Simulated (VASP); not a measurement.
# Tl (P6_3/mmc) in VASP: density of states with PBE+D3(BJ)

Aim: the density of states of Tl with PBE+D3(BJ).

Program: VASP 6.6.1. These are calculated values, not measurements. Logs are shortened: lines on timing, memory, paths and dates and some standing lists are left out, and cuts for length are marked.

## 1. The cell of the first run

Symmetry: P6_3/mmc, No. 194, hexagonal system. Conventional cell: a = 3.535 Å, b = 3.535 Å, c = 5.473 Å, α = 90.00°, β = 90.00°, γ = 120.00°. Within 4.5 Å of Tl (site symmetry -6m2) lie 12 Tl at 3.41 to 3.53 Å.

## 2. Density of states, PBE+D3(BJ)

File POSCAR:

```
Tl
1.0
    3.5345601881      0.0000000000      0.0000000000
   -1.7672800941      3.0610189141      0.0000000000
    0.0000000000      0.0000000000      5.4733818347
Tl
2
Direct
    0.3333333333      0.6666666667      0.2500000000
    0.6666666667      0.3333333333      0.7500000000
```

File INCAR.step1:

```
PREC = Accurate ; ENCUT = 520
EDIFF = 1E-6 ; ISMEAR = 0
SIGMA = 0.1 ; LREAL = False
LASPH = True ; NELM = 100
ALGO = Fast ; ISIF = 2
LWAVE = False ; LCHARG = True
GGA = PE ; IVDW = 12
NBANDS = 20
```

File KPOINTS.step1:

```
regular mesh
0
Gamma
  15 15 8
```

File INCAR.step2:

```
PREC = Accurate ; ENCUT = 520
EDIFF = 1E-6 ; ISMEAR = -5
SIGMA = 0.1 ; LREAL = False
LASPH = True ; NELM = 100
ALGO = Fast ; ISIF = 2
LWAVE = False ; LCHARG = False
GGA = PE ; IVDW = 12
LORBIT = 11 ; NEDOS = 2001
ICHARG = 11
```

File KPOINTS.step2:

```
regular mesh
0
Gamma
  23 23 12
```

Potentials or basis: VASP PAW PBE potentials, release 64 (Tl_d).

Started as:

```
> cat potpaw_PBE.64/Tl_d/POTCAR > POTCAR
> cp INCAR.step1 INCAR
> cp KPOINTS.step1 KPOINTS
> mpirun -np 1 vasp_std > vasp.out
> cp INCAR.step2 INCAR
> cp KPOINTS.step2 KPOINTS
> mpirun -np 1 vasp_std > vasp.out
```

OUTCAR:

```text
PREC = Accurate
   ENCUT = 520
   EDIFF = 1E-6
   ISMEAR = -5
   LREAL = False
   LASPH = True
   NELM = 100
   ISIF = 2
   GGA = PE
   IVDW = 12
   LORBIT = 11
   ICHARG = 11
 IVDW          = 12

 ion  position               nearest neighbor table
   1  0.333  0.667  0.250-   2 3.41   2 3.41   2 3.41   2 3.41   2 3.41   2 3.41
   2  0.667  0.333  0.750-   1 3.41   1 3.41   1 3.41   1 3.41   1 3.41   1 3.41

  LATTYP: Found a hexagonal cell.
 ALAT       =     3.5345601881
 C/A-ratio  =     1.5485326444

  Lattice vectors:

 A1 = (   3.5345601881,   0.0000000000,   0.0000000000)
 A2 = (  -1.7672800941,   3.0610189141,   0.0000000000)
 A3 = (   0.0000000000,   0.0000000000,   5.4733818347)

Analysis of symmetry for initial positions (statically):
=====================================================================
 Subroutine PRICEL returns:
 Original cell was already a primitive cell.

 Routine SETGRP: Setting up the symmetry group for a
 hexagonal supercell.

 Subroutine GETGRP returns: Found 24 space group operations
 (whereof 12 operations were pure point group operations)
 out of a pool of 24 trial point group operations.

The static configuration has the point symmetry D_3d.
 The point group associated with its full space group is D_6h.

Analysis of symmetry for dynamics (positions and initial velocities):
=====================================================================
 Subroutine PRICEL returns:
 Original cell was already a primitive cell.

 Routine SETGRP: Setting up the symmetry group for a
 hexagonal supercell.

 Subroutine GETGRP returns: Found 24 space group operations
 (whereof 12 operations were pure point group operations)
 out of a pool of 24 trial point group operations.

The dynamic configuration has the point symmetry D_3d.
 The point group associated with its full space group is D_6h.

 Subroutine INISYM returns: Found 24 space group operations
 (whereof 12 operations are pure point group operations),
 and found     1 'primitive' translations

----------------------------------------------------------------------------------------

                                     Primitive cell

  volume of cell :      59.2185

  direct lattice vectors                    reciprocal lattice vectors
     3.534560188  0.000000000  0.000000000     0.282920631  0.163344303  0.000000000
    -1.767280094  3.061018914  0.000000000     0.000000000  0.326688605  0.000000000
     0.000000000  0.000000000  5.473381835     0.000000000  0.000000000  0.182702400

  length of vectors
     3.534560188  3.534560188  5.473381835     0.326688605  0.326688605  0.182702400

  position of ions in fractional coordinates (direct lattice)
     0.333333333  0.666666667  0.250000000
     0.666666667  0.333333333  0.750000000

  ion indices of the primitive-cell ions
   primitive index   ion index
                 1           1
                 2           2

----------------------------------------------------------------------------------------

 KPOINTS: regular mesh

Automatic generation of k-mesh.
 Grid dimensions read from file:
 generate k-points for:   23   23   12

 Generating k-lattice:

  Cartesian coordinates                     Fractional coordinates (reciprocal lattice)
     0.012300897  0.007101926  0.000000000     0.043478261  0.000000000  0.000000000
     0.000000000  0.014203852  0.000000000     0.000000000  0.043478261  0.000000000
     0.000000000  0.000000000  0.015225200     0.000000000  0.000000000  0.083333333

  Length of vectors
     0.014203852  0.014203852  0.015225200

  Shift w.r.t. Gamma in fractional coordinates (k-lattice)
     0.000000000  0.000000000  0.000000000

 TETIRR: Found   6486 inequivalent tetrahedra from    38088

 Subroutine IBZKPT returns following result:
 ===========================================

 Found    392 irreducible k-points:

 Following reciprocal coordinates:
            Coordinates               Weight
  0.000000  0.000000  0.000000      1.000000
  0.043478  0.000000  0.000000      6.000000
  0.086957  0.000000  0.000000      6.000000
  0.130435  0.000000  0.000000      6.000000
  0.173913  0.000000  0.000000      6.000000
  0.217391  0.000000  0.000000      6.000000
[... 16 lines left out ...]
  0.478261  0.043478  0.000000      6.000000
  0.086957  0.086957  0.000000      6.000000
 [... further k-points ...]
   k-points           NKPTS =    392   k-points in BZ     NKDIM =    392   number of bands    NBANDS=     17
   number of dos      NEDOS =   2001   number of ions     NIONS =      2
   total plane-waves  NPLWV =  32928
   dimension x,y,z NGX =    28 NGY =   28 NGZ =   42
   dimension x,y,z NGXF=    56 NGYF=   56 NGZF=   84
   ions per type =               2
   NGX,Y,Z   is equivalent  to a cutoff of  13.17, 13.17, 12.76 a.u.
   NGXF,Y,Z  is equivalent  to a cutoff of  26.34, 26.34, 25.51 a.u.
 SYSTEM =  unknown system
   PREC   = accura    normal or accurate (medium, high low for compatibility)
   ISTART =      0    job   : 0-new  1-cont  2-samecut
   ICHARG =     11    charge: 1-file 2-atom 10-const
   ISPIN  =      1    spin polarized calculation?
   LNONCOLLINEAR =      F non collinear calculations
   LSORBIT =      F    spin-orbit coupling
   LASPH  =      T    aspherical Exc in radial PAW
   ENCUT  =  520.0 eV  38.22 Ry    6.18 a.u.   6.57  6.57 10.18*2*pi/ulx,y,z
   NELM   =    100;   NELMIN=  2; NELMDL=  0     # of ELM steps
   EDIFF  = 0.1E-05   stopping-criterion for ELM
   LREAL  =      F    real-space projection
   EDIFFG = 0.1E-04   stopping-criterion for IOM
   NSW    =      0    number of steps for IOM
   IBRION =     -1    ionic relax: 0-MD 1-quasi-New 2-CG
   NFREE  =      0    steps in history (QN), initial steepest desc. (CG)
   ISIF   =      2    stress and relaxation
   ISYM   =      2    0-nonsym 1-usesym 2-fastsym
   POTIM  = 0.5000    time-step for ionic-motion
   TEBEG  =    0.0;   TEEND  =   0.0 temperature during run
   PSTRESS=    0.0 pullay stress
   NELECT =      26.0000    total number of electrons
   NUPDOWN=      -1.0000    fix difference up-down
   EMIN   =  10.00;   EMAX   =-10.00  energy-range for DOS
   EFERMI =   0.00;   METHOD = LEGACY
   ISMEAR =    -5;   SIGMA  =   0.10  broadening in eV -4-tet -1-fermi 0-gaus
   EFERMI_NEDOS =   21; number of points for ismear=-14 and -15
   IALGO  =     68    algorithm
   IMIX   =      4    mixing-type and parameters
     AMIX     =   0.40;   BMIX     =  1.00
     AMIX_MAG =   1.60;   BMIX_MAG =  1.00
  volume/ion in A,a.u.               =      29.61       199.81
  Fermi-wavevector in a.u.,A,eV,Ry     =   1.244267  2.351324 21.064543  1.548200
  Thomas-Fermi vector in A             =   2.378541
   LORBIT       =     11    0 simple, 1 ext, 2 COOP (PROOUT), +10 PAW based schemes
   GGA     = PE    functional components
   LHFCALC =     F    Hartree Fock is set to
   AEXX    =    0.0000 exact exchange contribution
   IVDW    =    12    specifies the selected vdW correction
   LEPSILON=     F    determine dielectric tensor
   LRPA    =     F    only Hartree local field effects (RPA)
 non-spin polarized calculation
 RMM-DIIS sequential band-by-band and
 Fermi weights with tetrahedron method with Bloechl corrections
  energy-cutoff  :      520.00
  volume of cell :       59.22
 maximum number of plane-waves:      1641
 NGX is ok and might be reduce to    28

 number of electron      25.9999997 magnetization

 Free energy of the ion-electron system (eV)
  ---------------------------------------------------
  ext. energy  EPLUGINS =         0.00000000
  ---------------------------------------------------
  free energy    TOTEN  =        -4.43277513 eV

  energy without entropy =       -4.43277513  energy(sigma->0) =       -4.43277513

 E-fermi :   6.2465     XC(G=0): -10.0160

 val. band max:        6.2911139648   @ k =   0.3043   0.0870   0.5000
 cond. band min:       6.1037376589   @ k =   0.3478   0.0000   0.0000
 fundamental gap:     -0.1873763060
 Fermi energy:         6.2464666013

 k-point     1 :       0.0000    0.0000    0.0000
  band No.  band energies     occupation
      1      -5.5213      2.00000
      2      -5.2999      2.00000
      3      -5.2999      2.00000
      4      -5.2917      2.00000
      5      -5.2463      2.00000
      6      -5.2463      2.00000
[... 9 lines left out ...]
     16      15.6849      0.00000
     17      15.7202      0.00000

 k-point     2 :       0.0435    0.0000    0.0000
  band No.  band energies     occupation
      1      -5.5159      2.00000
      2      -5.3190      2.00000
      3      -5.2929      2.00000
      4      -5.2715      2.00000
      5      -5.2462      2.00000
      6      -5.2398      2.00000
[... 9 lines left out ...]
     16      15.2278      0.00000
     17      15.8118      0.00000

 k-point     3 :       0.0870    0.0000    0.0000
  band No.  band energies     occupation
      1      -5.5021      2.00000
      2      -5.3402      2.00000
      3      -5.2724      2.00000
      4      -5.2498      2.00000
      5      -5.2490      2.00000
      6      -5.2484      2.00000
[... 9 lines left out ...]
     16      14.6071      0.00000
     17      16.0559      0.00000

 k-point     4 :       0.1304    0.0000    0.0000
  band No.  band energies     occupation
      1      -5.4884      2.00000
      2      -5.3552      2.00000
      3      -5.2686      2.00000
      4      -5.2639      2.00000
      5      -5.2493      2.00000
      6      -5.2398      2.00000
[... 9 lines left out ...]
     16      13.9153      0.00000
     17      16.1975      0.00000

 k-point     5 :       0.1739    0.0000    0.0000
  band No.  band energies     occupation
      1      -5.4883      2.00000
      2      -5.3564      2.00000
      3      -5.2948      2.00000
      4      -5.2829      2.00000
      5      -5.2502      2.00000
      6      -5.1974      2.00000
[... 9 lines left out ...]
     16      13.1052      0.00000
     17      15.6806      0.00000

 k-point     6 :       0.2174    0.0000    0.0000
  band No.  band energies     occupation
      1      -5.5057      2.00000
      2      -5.3495      2.00000
      3      -5.3275      2.00000
      4      -5.3038      2.00000
      5      -5.2440      2.00000
      6      -5.1482      2.00000
[... 9 lines left out ...]
     16      12.1789      0.00000
     17      14.7079      0.00000
[... 281 lines left out ...]
 k-point    21 :       0.3913    0.0435    0.0000
  band No.  band energies     occupation
      1      -5.6103      2.00000
      2      -5.4879      2.00000
      3      -5.3891      2.00000
      4      -5.3773      2.00000
      5      -5.1443      2.00000
      6      -5.1192      2.00000
[... 9 lines left out ...]
     16       9.7682      0.00000
     17      10.8481      0.00000

 k-point    22 :       0.4348    0.0435    0.0000
  band No.  band energies     occupation
      1      -5.6222      2.00000
      2      -5.5050      2.00000
      3      -5.3966      2.00000
      4      -5.3842      2.00000
      5      -5.1326      2.00000
      6      -5.1278      2.00000
[... 9 lines left out ...]
     16       9.6156      0.00000
     17      10.2582      0.00000

 k-point    23 :       0.4783    0.0435    0.0000
  band No.  band energies     occupation
      1      -5.6262      2.00000
      2      -5.5108      2.00000
      3      -5.3992      2.00000
      4      -5.3866      2.00000
      5      -5.1307      2.00000
      6      -5.1287      2.00000
[... 9 lines left out ...]
     16       9.5657      0.00000
     17      10.0098      0.00000

 k-point    24 :       0.0870    0.0870    0.0000
  band No.  band energies     occupation
      1      -5.4759      2.00000
      2      -5.3738      2.00000
      3      -5.2802      2.00000
      4      -5.2721      2.00000
      5      -5.2391      2.00000
      6      -5.2103      2.00000
[... 9 lines left out ...]
     16      14.4847      0.00000
     17      15.4660      0.00000

 [... further k-points ...]

------------------------ aborting loop because EDIFF is reached ----------------------------------------

 Edisp (eV)   -0.66122

 E8    (eV) :    -0.3457

  FORCE on cell =-STRESS in cart. coord.  units (eV):
  Direction    XX          YY          ZZ          XY          YZ          ZX
  --------------------------------------------------------------------------------------
  -------------------------------------------------------------------------------------
  Total       0.00334     0.00334     0.04358    -0.00000     0.00000     0.00000
  in kB       0.09047     0.09047     1.17902    -0.00000     0.00000     0.00000
  external pressure =        0.45 kB  Pullay stress =        0.00 kB

 VOLUME and BASIS-vectors are now :
 -----------------------------------------------------------------------------
  energy-cutoff  :      520.00
  volume of cell :       59.22
      direct lattice vectors                 reciprocal lattice vectors
     3.534560188  0.000000000  0.000000000     0.282920631  0.163344303  0.000000000
    -1.767280094  3.061018914  0.000000000     0.000000000  0.326688605  0.000000000
     0.000000000  0.000000000  5.473381835     0.000000000  0.000000000  0.182702400

 POSITION                                       TOTAL-FORCE (eV/Angst)
 -----------------------------------------------------------------------------------
     -0.00000      2.04068      1.36835        -0.000000      0.000000      0.000000
      1.76728      1.02034      4.10504         0.000000     -0.000000      0.000000
 -----------------------------------------------------------------------------------
    total drift:                               -0.000000      0.000000      0.000000

  FREE ENERGIE OF THE ION-ELECTRON SYSTEM (eV)
  ---------------------------------------------------
  free  energy   TOTEN  =        -5.0940001057 eV

  energy  without entropy=       -5.0940001057  energy(sigma->0) =       -5.09400011

 total charge

# of ion       s       p       d       tot
------------------------------------------
    1        1.188   0.379   9.638  11.205
    2        1.188   0.379   9.638  11.205
--------------------------------------------------
tot          2.375   0.758  19.276  22.410
```

Run time: 2.9 min. Hardware: 1 thread of Intel Xeon Platinum 8488C (Sapphire Rapids), shared host; peak memory 0.44 GiB.

What came out:

```yaml
Valence_electrons_inside_the_program's_atomic_spheres: Tl 11.21
Dispersion_energy_per_atom: -0.331 eV
```

Caveat: spin-orbit coupling is left out, which moves the levels of the heavy elements; pairwise dispersion overbinds metals, which lowers pressure and volume; tetrahedron occupations give inexact forces and stress in metals.
